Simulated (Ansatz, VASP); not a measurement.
# W3O4 in VASP and in Ansatz

The input INCAR:

```
PREC = Accurate
ENCUT = 520
EDIFF = 1E-7
ISMEAR = 0
SIGMA = 0.1
LREAL = F
LASPH = T
NELM = 150
ALGO = Normal
ISIF = 2
LWAVE = F
LCHARG = F
ISPIN = 2
MAGMOM = 0 0 0 0 0 0 0
LORBIT = 11
LMAXMIX = 4
GGA = PE
NBANDS = 46
```

Contents of KPOINTS:

```
regular mesh
0
Gamma
  4 4 4
```

The input POSCAR:

```
W3O4
1.0
    4.1491543400      0.0000000000      0.0000000000
    0.0000000000      4.1491543400      0.0000000000
    0.0000000000      0.0000000000      4.1491543400
W O
3 4
Direct
    0.5000000000      0.5000000000      0.0000000000
    0.0000000000      0.5000000000      0.5000000000
    0.5000000000      0.0000000000      0.5000000000
    0.5000000000      0.5000000000      0.5000000000
    0.5000000000      0.0000000000      0.0000000000
    0.0000000000      0.5000000000      0.0000000000
    0.0000000000      0.0000000000      0.5000000000
```

Input for Ansatz:

```yaml
crystal:
  lattice:
    - [4.14915434, 0.0, 0.0]
    - [0.0, 4.14915434, 0.0]
    - [0.0, 0.0, 4.14915434]
  atoms:
    - { symbol: W, position: [0.5, 0.5, 0.0] }
    - { symbol: W, position: [0.0, 0.5, 0.5] }
    - { symbol: W, position: [0.5, 0.0, 0.5] }
    - { symbol: O, position: [0.5, 0.5, 0.5] }
    - { symbol: O, position: [0.5, 0.0, 0.0] }
    - { symbol: O, position: [0.0, 0.5, 0.0] }
    - { symbol: O, position: [0.0, 0.0, 0.5] }
basis:
  ecutwfc: 420
kpoints:
  mp_grid: { grid: [4, 4, 4] }
hamiltonian:
  xc: pbe
scf:
  occupations: { method: gaussian, width: 0.1 }
  lower_state_search: "off"
output:
  forces: true
  stress: true
  eigenvalues: true
  populations: true
magnetization:
  spin_polarized: true
```

Change from the starting cell: species swapped into the W3N4 type (Pm-3m, No. 221).

Alike in both runs: task single point; functional PBE; k mesh 4 × 4 × 4; occupations gaussian, width 0.1 eV; collinear spin.

|  | VASP | Ansatz |
| --- | --- | --- |
| version | VASP 6.6.1 | Ansatz 0.2.0 |
| potentials or method | VASP PAW PBE potentials, release 64 (W_sv, O), cutoff 520 eV | scalar-relativistic, plane waves, PAW |
| valence electrons in the cell | 66 | 66 |

|  | VASP | Ansatz | Ansatz less VASP |
| --- | --- | --- | --- |
| gap on the k mesh at the Fermi level (eV) | none | none | - |
| net moment per atom (μB) | 0.00 | 0.00 | 0.000 |

A gap of «none» marks a metal or a gap that the smearing closes. With one functional, cell and mesh, what is left measures potentials, basis and numerics. Ansatz's warnings: no starting moments, stability check not made.

The k mesh is coarse, so the values compare programs but aren't converged. Neither program's run includes spin-orbit coupling.
